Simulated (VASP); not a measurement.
# Rb (Im-3m) in VASP: a series of runs

Rb is run at these levels: PBE, PBEsol; tasks: single point.

Program: VASP 6.6.1. These are calculated values, not measurements. Logs are shortened: lines on timing, memory, paths and dates and some standing lists are left out, and cuts for length are marked.

## Step 1: The cell of the first run

Symmetry: Im-3m, No. 229, cubic system. Conventional cell: a = 5.605 Å, b = 5.605 Å, c = 5.605 Å, α = 90.00°, β = 90.00°, γ = 90.00°.

## Step 2: Single point, PBE

Contents of INCAR:

```
ALGO = Normal
EDIFF = 1E-6
ENCUT = 520
GGA = PE
ISIF = 2
ISMEAR = -1
LASPH = T
LCHARG = F
LREAL = F
LWAVE = F
NBANDS = 10
NELM = 80
PREC = Accurate
SIGMA = 0.03
```

Contents of KPOINTS:

```
k-points
0
Gamma
  5 5 5
```

Contents of POSCAR:

```
Rb
1.0
   -2.8025000000      2.8025000000      2.8025000000
    2.8025000000     -2.8025000000      2.8025000000
    2.8025000000      2.8025000000     -2.8025000000
Rb
1
Direct
    0.0000000000      0.0000000000      0.0000000000
```

Potentials or basis: VASP PAW PBE potentials, release 64 (Rb_sv).

On the command line:

```bash
$ cat potpaw_PBE.64/Rb_sv/POTCAR > POTCAR
$ mpirun -np 1 vasp_std > vasp.out
```

OUTCAR:

```text
EDIFF = 1E-6
   ENCUT = 520
   GGA = PE
   ISIF = 2
   ISMEAR = -1
   LASPH = T
   LREAL = F
   NELM = 80
   PREC = Accurate

 ion  position               nearest neighbor table
   1  0.000  0.000  0.000-

  LATTYP: Found a body centered cubic cell.
 ALAT       =     5.6050000000

  Lattice vectors:

 A1 = (  -2.8025000000,   2.8025000000,   2.8025000000)
 A2 = (   2.8025000000,  -2.8025000000,   2.8025000000)
 A3 = (   2.8025000000,   2.8025000000,  -2.8025000000)

Analysis of symmetry for initial positions (statically):
=====================================================================
 Subroutine PRICEL returns:
 Original cell was already a primitive cell.

 Routine SETGRP: Setting up the symmetry group for a
 body centered cubic supercell.

 Subroutine GETGRP returns: Found 48 space group operations
 (whereof 48 operations were pure point group operations)
 out of a pool of 48 trial point group operations.

The static configuration has the point symmetry O_h .

Analysis of symmetry for dynamics (positions and initial velocities):
=====================================================================
 Subroutine PRICEL returns:
 Original cell was already a primitive cell.

 Routine SETGRP: Setting up the symmetry group for a
 body centered cubic supercell.

 Subroutine GETGRP returns: Found 48 space group operations
 (whereof 48 operations were pure point group operations)
 out of a pool of 48 trial point group operations.

The dynamic configuration has the point symmetry O_h .

 Subroutine INISYM returns: Found 48 space group operations
 (whereof 48 operations are pure point group operations),
 and found     1 'primitive' translations

----------------------------------------------------------------------------------------

                                     Primitive cell

  volume of cell :      88.0434

  direct lattice vectors                    reciprocal lattice vectors
    -2.802500000  2.802500000  2.802500000     0.000000000  0.178412132  0.178412132
     2.802500000 -2.802500000  2.802500000     0.178412132  0.000000000  0.178412132
     2.802500000  2.802500000 -2.802500000     0.178412132  0.178412132  0.000000000

  length of vectors
     4.854072388  4.854072388  4.854072388     0.252312857  0.252312857  0.252312857

  position of ions in fractional coordinates (direct lattice)
     0.000000000  0.000000000  0.000000000

  ion indices of the primitive-cell ions
[... 62 lines left out ...]
   NSW    =      0    number of steps for IOM
   IBRION =     -1    ionic relax: 0-MD 1-quasi-New 2-CG
   NFREE  =      0    steps in history (QN), initial steepest desc. (CG)
   ISIF   =      2    stress and relaxation
   ISYM   =      2    0-nonsym 1-usesym 2-fastsym
   POTIM  = 0.5000    time-step for ionic-motion
   TEBEG  =    0.0;   TEEND  =   0.0 temperature during run
   PSTRESS=    0.0 pullay stress
   NELECT =       9.0000    total number of electrons
   NUPDOWN=      -1.0000    fix difference up-down
   EMIN   =  10.00;   EMAX   =-10.00  energy-range for DOS
   EFERMI =   0.00;   METHOD = LEGACY
   ISMEAR =    -1;   SIGMA  =   0.03  broadening in eV -4-tet -1-fermi 0-gaus
   EFERMI_NEDOS =   21; number of points for ismear=-14 and -15
   IALGO  =     38    algorithm
   IMIX   =      4    mixing-type and parameters
     AMIX     =   0.40;   BMIX     =  1.00
     AMIX_MAG =   1.60;   BMIX_MAG =  1.00
  volume/ion in A,a.u.               =      88.04       594.15
  Fermi-wavevector in a.u.,A,eV,Ry     =   0.765462  1.446513  7.972081  0.585931
  Thomas-Fermi vector in A             =   1.865587
   LORBIT       =      0    0 simple, 1 ext, 2 COOP (PROOUT), +10 PAW based schemes
   GGA     = PE    functional components
   LHFCALC =     F    Hartree Fock is set to
   AEXX    =    0.0000 exact exchange contribution
   IVDW    =     0    specifies the selected vdW correction
   LEPSILON=     F    determine dielectric tensor
   LRPA    =     F    only Hartree local field effects (RPA)
 non-spin polarized calculation
  energy-cutoff  :      520.00
  volume of cell :       88.04
 maximum number of plane-waves:      2382
   NGX = 19   NGY = 19   NGZ = 19

 number of electron       9.0000000 magnetization

 Free energy of the ion-electron system (eV)
  ---------------------------------------------------
  ext. energy  EPLUGINS =         0.00000000
  ---------------------------------------------------
  free energy    TOTEN  =        -0.93920881 eV

  energy without entropy =       -0.93205348  energy(sigma->0) =       -0.93563114

 E-fermi :   0.1485     XC(G=0):  -5.5461

 val. band max:       -0.2237286624   @ k =   0.4000   0.0000   0.0000
 cond. band min:       0.1721627893   @ k =  -0.4000   0.4000   0.2000
 fundamental gap:      0.3958914517
 Fermi energy:         0.1485092841

 k-point     1 :       0.0000    0.0000    0.0000
  band No.  band energies     occupation
      1     -28.7988      2.00000
      2     -12.8375      2.00000
      3     -12.8375      2.00000
      4     -12.8375      2.00000
      5      -1.9285      2.00000
      6       3.7973      0.00000
      7       3.7973      0.00000
      8       3.7973      0.00000
      9       4.7527      0.00000
     10       4.7527      0.00000
[... 105 lines left out ...]
 k-point    10 :      -0.4000    0.4000    0.4000
  band No.  band energies     occupation
      1     -28.7907      2.00000
      2     -12.9128      2.00000
      3     -12.9063      2.00000
      4     -12.9063      2.00000
      5       0.9866      0.00000
      6       1.5005      0.00000
      7       3.2205      0.00000
      8       3.3020      0.00000
      9       3.3020      0.00000
     10       5.7910      0.00000

------------------------ aborting loop because EDIFF is reached ----------------------------------------

  FORCE on cell =-STRESS in cart. coord.  units (eV):
  Direction    XX          YY          ZZ          XY          YZ          ZX
  --------------------------------------------------------------------------------------
  -------------------------------------------------------------------------------------
  Total        0.0471258      0.0471258      0.0471258     -0.0000000     -0.0000000     -0.0000000
  in kB        0.8575749      0.8575749      0.8575749     -0.0000000     -0.0000000     -0.0000000
  external PRESSURE =       0.8575749 kB  Pullay stress =       0.0000000 kB

 VOLUME and BASIS-vectors are now :
 -----------------------------------------------------------------------------
  energy-cutoff  :      520.00
  volume of cell :       88.04
      direct lattice vectors                 reciprocal lattice vectors
    -2.802500000  2.802500000  2.802500000     0.000000000  0.178412132  0.178412132
     2.802500000 -2.802500000  2.802500000     0.178412132  0.000000000  0.178412132
     2.802500000  2.802500000 -2.802500000     0.178412132  0.178412132  0.000000000

 POSITION                                       TOTAL-FORCE (eV/Angst)
 -----------------------------------------------------------------------------------
      0.00000      0.00000      0.00000         0.000000      0.000000      0.000000
 -----------------------------------------------------------------------------------
    total drift:                               -0.000000      0.000000      0.000000

  FREE ENERGIE OF THE ION-ELECTRON SYSTEM (eV)
  ---------------------------------------------------
  free  energy   TOTEN  =        -0.9392088057 eV

  energy  without entropy=       -0.9320534775  energy(sigma->0) =       -0.93563114
```

It took 4.1 s on 1 thread of Intel Xeon 6975P-C (Granite Rapids), shared host; peak memory 0.19 GiB.

Results:

| Item | Value |
| --- | --- |
| Free energy | -0.9392 eV |
| Pressure | 0.1 GPa |

Levels at points of the mesh, in eV from the Fermi level:
```tsv
k point	band 1	band 2	band 3	band 4	band 5	band 6	band 7	band 8
(0.00, 0.00, 0.00)	-28.95	-12.99	-12.99	-12.99	-2.08	3.65	3.65	3.65
```

## Step 3: Single point, PBEsol

Contents of INCAR:

```
PREC = Accurate
ENCUT = 520
EDIFF = 1E-7
ISMEAR = -1
SIGMA = 0.05
LREAL = False
LASPH = True
NELM = 60
ALGO = Fast
ISIF = 2
LWAVE = False
LCHARG = False
GGA = PS
NBANDS = 10
```

Contents of KPOINTS:

```
regular mesh
0
Gamma
  5 5 5
```

POSCAR is that of step 2.

Potentials or basis: VASP PAW PBE potentials, release 64 (Rb_sv).

On the command line:

```bash
$ cat potpaw_PBE.64/Rb_sv/POTCAR > POTCAR
$ mpirun -np 1 vasp_std > vasp.out
```

Run time: 8 s. Hardware: 1 thread of AMD EPYC 9R45 (Zen 5), shared host; peak memory 0.16 GiB.

It converged, with:

| Item | Value |
| --- | --- |
| Free energy | -1.0332 eV |
| Pressure | -0.1 GPa |

Levels at points of the mesh, in eV from the Fermi level:
```
           k point  band 1  band 2  band 3  band 4  band 5  band 6  band 7  band 8
(0.00, 0.00, 0.00)  -28.88  -12.93  -12.93  -12.93   -2.06    3.67    3.67    3.67
```

Caveat: the PAW data sets were made with another functional, which shifts forces and pressure a little.

## Step 4: Single point, PBEsol

Contents of INCAR:

```
SYSTEM = Rb
  ALGO = Normal
  EDIFF = 1E-6
  ENCUT = 520
  GGA = PS
  ISIF = 2
  ISMEAR = -1
  LASPH = .TRUE.
  LCHARG = .FALSE.
  LREAL = .FALSE.
  LWAVE = .FALSE.
  NBANDS = 10
  NELM = 80
  PREC = Accurate
  SIGMA = 0.05
```

Contents of KPOINTS:

```
k-points
0
G
  7 7 7
  0 0 0
```

POSCAR is that of step 3.

Potentials or basis: VASP PAW PBE potentials, release 64 (Rb_sv).

On the command line:

```bash
$ cat potpaw_PBE.64/Rb_sv/POTCAR > POTCAR
$ mpirun -np 1 vasp_std > vasp.out
```

OUTCAR:

```text
SYSTEM = Rb
   EDIFF = 1E-6
   ENCUT = 520
   GGA = PS
   ISIF = 2
   ISMEAR = -1
   LASPH = .TRUE.
   LREAL = .FALSE.
   NELM = 80
   PREC = Accurate

 ion  position               nearest neighbor table
   1  0.000  0.000  0.000-

  LATTYP: Found a body centered cubic cell.
 ALAT       =     5.6050000000

  Lattice vectors:

 A1 = (  -2.8025000000,   2.8025000000,   2.8025000000)
 A2 = (   2.8025000000,  -2.8025000000,   2.8025000000)
 A3 = (   2.8025000000,   2.8025000000,  -2.8025000000)

Analysis of symmetry for initial positions (statically):
=====================================================================
 Subroutine PRICEL returns:
 Original cell was already a primitive cell.

 Routine SETGRP: Setting up the symmetry group for a
 body centered cubic supercell.

 Subroutine GETGRP returns: Found 48 space group operations
 (whereof 48 operations were pure point group operations)
 out of a pool of 48 trial point group operations.

The static configuration has the point symmetry O_h .

Analysis of symmetry for dynamics (positions and initial velocities):
=====================================================================
 Subroutine PRICEL returns:
 Original cell was already a primitive cell.

 Routine SETGRP: Setting up the symmetry group for a
 body centered cubic supercell.

 Subroutine GETGRP returns: Found 48 space group operations
 (whereof 48 operations were pure point group operations)
 out of a pool of 48 trial point group operations.

The dynamic configuration has the point symmetry O_h .

 Subroutine INISYM returns: Found 48 space group operations
 (whereof 48 operations are pure point group operations),
 and found     1 'primitive' translations

----------------------------------------------------------------------------------------

                                     Primitive cell

  volume of cell :      88.0434

  direct lattice vectors                    reciprocal lattice vectors
    -2.802500000  2.802500000  2.802500000     0.000000000  0.178412132  0.178412132
     2.802500000 -2.802500000  2.802500000     0.178412132  0.000000000  0.178412132
     2.802500000  2.802500000 -2.802500000     0.178412132  0.178412132  0.000000000

  length of vectors
     4.854072388  4.854072388  4.854072388     0.252312857  0.252312857  0.252312857

  position of ions in fractional coordinates (direct lattice)
     0.000000000  0.000000000  0.000000000

  ion indices of the primitive-cell ions
   primitive index   ion index
                 1           1

----------------------------------------------------------------------------------------

 KPOINTS: k-points

Automatic generation of k-mesh.
 Grid dimensions read from file:
 generate k-points for:    7    7    7

 Generating k-lattice:

  Cartesian coordinates                     Fractional coordinates (reciprocal lattice)
     0.000000000  0.025487447  0.025487447     0.142857143  0.000000000  0.000000000
     0.025487447  0.000000000  0.025487447     0.000000000  0.142857143  0.000000000
     0.025487447  0.025487447  0.000000000     0.000000000  0.000000000  0.142857143

  Length of vectors
     0.036044694  0.036044694  0.036044694

  Shift w.r.t. Gamma in fractional coordinates (k-lattice)
     0.000000000  0.000000000  0.000000000

 Subroutine IBZKPT returns following result:
 ===========================================

 Found     20 irreducible k-points:

 Following reciprocal coordinates:
            Coordinates               Weight
  0.000000  0.000000  0.000000      1.000000
  0.142857  0.000000  0.000000     12.000000
  0.285714  0.000000  0.000000     12.000000
  0.428571  0.000000  0.000000     12.000000
  0.142857  0.142857  0.000000     24.000000
  0.285714  0.142857  0.000000     48.000000
[... 12 lines left out ...]
 -0.428571 -0.428571  0.285714      8.000000
 -0.428571  0.428571  0.428571      6.000000
   k-points           NKPTS =     20   k-points in BZ     NKDIM =     20   number of bands    NBANDS=     10
   number of dos      NEDOS =    301   number of ions     NIONS =      1
   total plane-waves  NPLWV =  46656
   dimension x,y,z NGX =    36 NGY =   36 NGZ =   36
   dimension x,y,z NGXF=    72 NGYF=   72 NGZF=   72
   ions per type =               1
   NGX,Y,Z   is equivalent  to a cutoff of  12.33, 12.33, 12.33 a.u.
   NGXF,Y,Z  is equivalent  to a cutoff of  24.66, 24.66, 24.66 a.u.
 SYSTEM =  Rb
   PREC   = accura    normal or accurate (medium, high low for compatibility)
   ISTART =      0    job   : 0-new  1-cont  2-samecut
   ICHARG =      2    charge: 1-file 2-atom 10-const
   ISPIN  =      1    spin polarized calculation?
   LNONCOLLINEAR =      F non collinear calculations
   LSORBIT =      F    spin-orbit coupling
   LASPH  =      T    aspherical Exc in radial PAW
   ENCUT  =  520.0 eV  38.22 Ry    6.18 a.u.   9.03  9.03  9.03*2*pi/ulx,y,z
   NELM   =     80;   NELMIN=  2; NELMDL= -5     # of ELM steps
   EDIFF  = 0.1E-05   stopping-criterion for ELM
   LREAL  =      F    real-space projection
   EDIFFG = 0.1E-04   stopping-criterion for IOM
   NSW    =      0    number of steps for IOM
   IBRION =     -1    ionic relax: 0-MD 1-quasi-New 2-CG
   NFREE  =      0    steps in history (QN), initial steepest desc. (CG)
   ISIF   =      2    stress and relaxation
   ISYM   =      2    0-nonsym 1-usesym 2-fastsym
   POTIM  = 0.5000    time-step for ionic-motion
   TEBEG  =    0.0;   TEEND  =   0.0 temperature during run
   PSTRESS=    0.0 pullay stress
   NELECT =       9.0000    total number of electrons
   NUPDOWN=      -1.0000    fix difference up-down
   EMIN   =  10.00;   EMAX   =-10.00  energy-range for DOS
   EFERMI =   0.00;   METHOD = LEGACY
   ISMEAR =    -1;   SIGMA  =   0.05  broadening in eV -4-tet -1-fermi 0-gaus
   EFERMI_NEDOS =   21; number of points for ismear=-14 and -15
   IALGO  =     38    algorithm
   IMIX   =      4    mixing-type and parameters
     AMIX     =   0.40;   BMIX     =  1.00
     AMIX_MAG =   1.60;   BMIX_MAG =  1.00
  volume/ion in A,a.u.               =      88.04       594.15
  Fermi-wavevector in a.u.,A,eV,Ry     =   0.765462  1.446513  7.972081  0.585931
  Thomas-Fermi vector in A             =   1.865587
   LORBIT       =      0    0 simple, 1 ext, 2 COOP (PROOUT), +10 PAW based schemes
   GGA     = PS    functional components
   LHFCALC =     F    Hartree Fock is set to
   AEXX    =    0.0000 exact exchange contribution
   IVDW    =     0    specifies the selected vdW correction
   LEPSILON=     F    determine dielectric tensor
   LRPA    =     F    only Hartree local field effects (RPA)
 non-spin polarized calculation
  energy-cutoff  :      520.00
  volume of cell :       88.04
 maximum number of plane-waves:      2398
   NGX = 19   NGY = 19   NGZ = 19

 number of electron       9.0000000 magnetization

 Free energy of the ion-electron system (eV)
  ---------------------------------------------------
  ext. energy  EPLUGINS =         0.00000000
  ---------------------------------------------------
  free energy    TOTEN  =        -1.03037015 eV

  energy without entropy =       -1.02249792  energy(sigma->0) =       -1.02643404

 E-fermi :   0.0103     XC(G=0):  -5.6036

 val. band max:       -0.0377330610   @ k =  -0.2857   0.4286   0.1429
 cond. band min:       0.1183674589   @ k =  -0.4286   0.4286   0.1429
 fundamental gap:      0.1561005198
 Fermi energy:         0.0103016655

 k-point     1 :       0.0000    0.0000    0.0000
  band No.  band energies     occupation
      1     -28.8201      2.00000
      2     -12.8635      2.00000
      3     -12.8635      2.00000
      4     -12.8635      2.00000
      5      -2.0002      2.00000
      6       3.7303      0.00000
      7       3.7303      0.00000
      8       3.7303      0.00000
      9       4.6991      0.00000
     10       4.6991      0.00000

 k-point     2 :       0.1429    0.0000    0.0000
  band No.  band energies     occupation
      1     -28.8191      2.00000
      2     -12.8843      2.00000
      3     -12.8703      2.00000
      4     -12.8635      2.00000
      5      -1.7540      2.00000
      6       3.2972      0.00000
      7       3.4246      0.00000
      8       3.9606      0.00000
      9       4.4253      0.00000
     10       4.6248      0.00000
[... 222 lines left out ...]
 k-point    20 :      -0.4286    0.4286    0.4286
  band No.  band energies     occupation
      1     -28.8116      2.00000
      2     -12.9402      2.00000
      3     -12.9367      2.00000
      4     -12.9367      2.00000
      5       1.1010      0.00000
      6       1.3527      0.00000
      7       3.1580      0.00000
      8       3.2775      0.00000
      9       3.2775      0.00000
     10       5.5561      0.00000

------------------------ aborting loop because EDIFF is reached ----------------------------------------

  FORCE on cell =-STRESS in cart. coord.  units (eV):
  Direction    XX          YY          ZZ          XY          YZ          ZX
  --------------------------------------------------------------------------------------
  -------------------------------------------------------------------------------------
  Total       -0.0341660     -0.0341660     -0.0341660      0.0000000      0.0000000      0.0000000
  in kB       -0.6217392     -0.6217392     -0.6217392      0.0000000      0.0000000      0.0000000
  external PRESSURE =      -0.6217392 kB  Pullay stress =       0.0000000 kB

 VOLUME and BASIS-vectors are now :
 -----------------------------------------------------------------------------
  energy-cutoff  :      520.00
  volume of cell :       88.04
      direct lattice vectors                 reciprocal lattice vectors
    -2.802500000  2.802500000  2.802500000     0.000000000  0.178412132  0.178412132
     2.802500000 -2.802500000  2.802500000     0.178412132  0.000000000  0.178412132
     2.802500000  2.802500000 -2.802500000     0.178412132  0.178412132  0.000000000

 POSITION                                       TOTAL-FORCE (eV/Angst)
 -----------------------------------------------------------------------------------
      0.00000      0.00000      0.00000         0.000000      0.000000     -0.000000
 -----------------------------------------------------------------------------------
    total drift:                               -0.000000     -0.000000      0.000000

  FREE ENERGIE OF THE ION-ELECTRON SYSTEM (eV)
  ---------------------------------------------------
  free  energy   TOTEN  =        -1.0303701521 eV

  energy  without entropy=       -1.0224979181  energy(sigma->0) =       -1.02643404
```

Run time: 9.4 s. Hardware: 1 thread of AMD EPYC 9R45 (Zen 5), shared host; peak memory 0.16 GiB.

Results:

```yaml
Free_energy: -1.0304 eV
Pressure: -0.1 GPa
```

Caveat: the PAW data sets were made with another functional, which shifts forces and pressure a little.

[end of part 1 of 2]
